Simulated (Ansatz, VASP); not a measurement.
## Two plane-wave programs on Zr2C

```
Zr C
1.0
     3.37554    0.00000    0.00000
    -1.68777    2.92330    0.00000
     0.00000    0.00000    5.23209
Zr C
2 1
Direct
  0.00000 0.00000 0.75000
  0.00000 0.00000 0.25000
  0.33333 0.66667 0.00000
```

Change from the starting cell: ordered vacancies on the anion sites of nickel arsenide (P-6m2, No. 187).

Alike in both runs: task single point; functional PBE; k mesh 6 × 6 × 4; occupations gaussian, width 0.1 eV; collinear spin.

|  | VASP | Ansatz |
| --- | --- | --- |
| version | VASP 6.6.1 | Ansatz 0.2.0 |
| potentials or method | VASP PAW PBE potentials, release 64 (Zr_sv, C), cutoff 520 eV | scalar-relativistic, plane waves, PAW |
| valence electrons in the cell | 28 | 28 |

|  | VASP | Ansatz | Ansatz less VASP |
| --- | --- | --- | --- |
| gap on the k mesh at the Fermi level (eV) | none | none | - |
| pressure (GPa) | 2.3 | 2.2 | -0.18 |
| traceless stress, the component that is largest in VASP (GPa) | 21.38 | 21.24 | -0.137 |
| rms of the force components (eV/Å) | 0.090 | 0.088 | -0.0016 |
| net moment per atom (μB) | 0.00 | 0.00 | 0.000 |

Atom by atom the forces differ by 0.002 eV/Å (rms over components). A gap of «none» marks a metal or a gap that the smearing closes. Ansatz's warnings: seeded moment not kept.
